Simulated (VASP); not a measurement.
A run of VASP 6.6.1:

File INCAR:

```
PREC = Accurate ; ENCUT = 520
EDIFF = 1E-6 ; ISMEAR = 0
SIGMA = 0.15 ; LREAL = False
LASPH = True ; NELM = 60
ALGO = Fast ; ISIF = 2
LWAVE = False ; LCHARG = False
GGA = PE ; NBANDS = 18
```

File KPOINTS:

```
Automatic mesh
0
Gamma
  18 18 18
```

The input POSCAR:

```
TiAl3
1.0
   -1.9226734293      1.9226734293      4.3114047961
    1.9226734293     -1.9226734293      4.3114047961
    1.9226734293      1.9226734293     -4.3114047961
Ti Al
1 3
Direct
   -0.0047241876     -0.0047241876      0.0000000000
    0.5086978611      0.5086978611      0.0000000000
    0.7498415771      0.2498415771      0.5000000000
    0.2498415771      0.7498415771      0.5000000000
```

Potentials or basis: VASP PAW PBE potentials, release 64 (Ti_sv, Al).

The run is started by

```sh
$ cat potpaw_PBE.64/Ti_sv/POTCAR potpaw_PBE.64/Al/POTCAR > POTCAR
$ mpirun -np 1 vasp_std > vasp.out
```

Hardware: 1 thread of AMD EPYC 9R45 96-Core Processor (Zen 5), on a shared host.

Estimate the wall time of this run.

Run time: 16 min on 1 thread of AMD EPYC 9R45 96-Core Processor (Zen 5) (shared host), peak memory 0.62 GiB. Counts: scf iterations 28, k points 480.
